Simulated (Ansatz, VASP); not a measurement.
# AgCl: VASP beside Ansatz

INCAR

```
PREC = Accurate
ENCUT = 520
EDIFF = 1E-7
ISMEAR = -1
SIGMA = 0.02
LREAL = False
LASPH = True
NELM = 80
ALGO = Normal
ISIF = 2
LWAVE = False
LCHARG = True
GGA = PE
LELF = True
LVHAR = True
NBANDS = 16
```

File KPOINTS:

```
regular mesh
0
Gamma
  8 8 8
```

The input POSCAR:

```
AgCl
1.0
    0.0000000000      3.1096834491      3.1096834491
    3.1096834491      0.0000000000      3.1096834491
    3.1096834491      3.1096834491      0.0000000000
Ag Cl
1 1
Direct
    0.0000000000      0.0000000000      0.0000000000
    0.2500000000      0.2500000000      0.2500000000
```

Input for Ansatz:

```yaml
crystal:
  lattice:
    - [0.0, 3.1096834491, 3.1096834491]
    - [3.1096834491, 0.0, 3.1096834491]
    - [3.1096834491, 3.1096834491, 0.0]
  atoms:
    - { symbol: Ag, position: [0.0, 0.0, 0.0] }
    - { symbol: Cl, position: [0.25, 0.25, 0.25] }
kpoints:
  mp_grid: { grid: [8, 8, 8] }
  band_path:
    path:
      - [0.0, 0.0, 0.0]
      - [-0.5, -0.5, 0.0]
      - [-0.375, -0.375, 0.25]
      - [-0.375, 0.0, 0.375]
      - [0.0, 0.0, 0.5]
      - [-0.5, -0.25, 0.25]
    npoints: 1
hamiltonian:
  xc: pbe
scf:
  occupations: { method: fermi_dirac, width: 0.02 }
  n_extra_bands: 4
output:
  forces: true
  stress: true
  eigenvalues: true
```

Change from the starting cell: hydrostatic strain +3.9%.

Alike in both runs: task single point; functional PBE; k mesh 8 × 8 × 8; occupations fermi-dirac, width 0.02 eV; no spin polarisation.

|  | VASP | Ansatz |
| --- | --- | --- |
| version | VASP 6.6.1 | Ansatz 0.2.0 |
| potentials or method | VASP PAW PBE potentials, release 64 (Ag, Cl) | plane waves, PAW |
| plane-wave cutoff (eV) | 520 | 420 |
| valence electrons in the cell | 18 | 26 |

Ansatz gave:

```
gap on the k mesh at the Fermi level (eV) : 1.39
pressure (GPa)                            : -1.9
```

Question: Which values does VASP return?

Answer: gap on the k mesh at the Fermi level (eV): 1.39; pressure (GPa): -2.0.

VASP's potentials hold 18 valence electrons a cell and Ansatz's 26, so a difference there can come from the potentials and not from the codes.
